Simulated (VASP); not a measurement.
Here is a VASP 6.6.1 calculation.

File INCAR:

```
PREC = Accurate
ENCUT = 500
EDIFF = 1E-7
ISMEAR = 0
SIGMA = 0.1
LREAL = False
LASPH = True
NELM = 120
ALGO = Normal
ISIF = 3
LWAVE = False
LCHARG = False
GGA = PE
IBRION = 2
NSW = 100
EDIFFG = -0.01
GGA_COMPAT = False
NELMIN = 4
```

The input KPOINTS:

```
Automatic mesh
0
Gamma
  10 10 6
```

File POSCAR:

```
Ga2P
1.0
    3.7091625396      0.0000000000      0.0000000000
    0.0000000000      3.7091625396      0.0000000000
    0.0000000000      0.0000000000      7.9205446264
Ga P
4 2
Direct
    0.0000000000      0.0000000000      0.0000000000
    0.5000000000      0.5000000000      0.0000000000
    0.0000000000      0.5000000000      0.3612207275
    0.5000000000      0.0000000000      0.6387792725
    0.0000000000      0.5000000000      0.6812936790
    0.5000000000      0.0000000000      0.3187063210
```

Potentials or basis: VASP PAW PBE potentials, release 64 (Ga_d, P).

Command:

```console
$ cat potpaw_PBE.64/Ga_d/POTCAR potpaw_PBE.64/P/POTCAR > POTCAR
$ mpirun -np 1 vasp_std > vasp.out
```

Problem. Predict the space group after relaxing (to 0.1 Å).

Solution. P4/nmm (No. 129).

Problem. Predict the band gap on the k mesh.

Solution. Zero (bands 31 and 32 overlap by 5.89 eV).

Problem. Predict the relaxed cell.

Solution. a = 3.718 Å, b = 3.718 Å, c = 7.864 Å, α = 90.00°, β = 90.00°, γ = 90.00°.

Forces on the atoms (eV/Å):
```
Ga   0.000  0.000  0.000
Ga   0.000  0.000  0.000
Ga   0.000  0.000  0.009
Ga   0.000  0.000 -0.009
P    0.000  0.000  0.001
P    0.000  0.000 -0.001
```
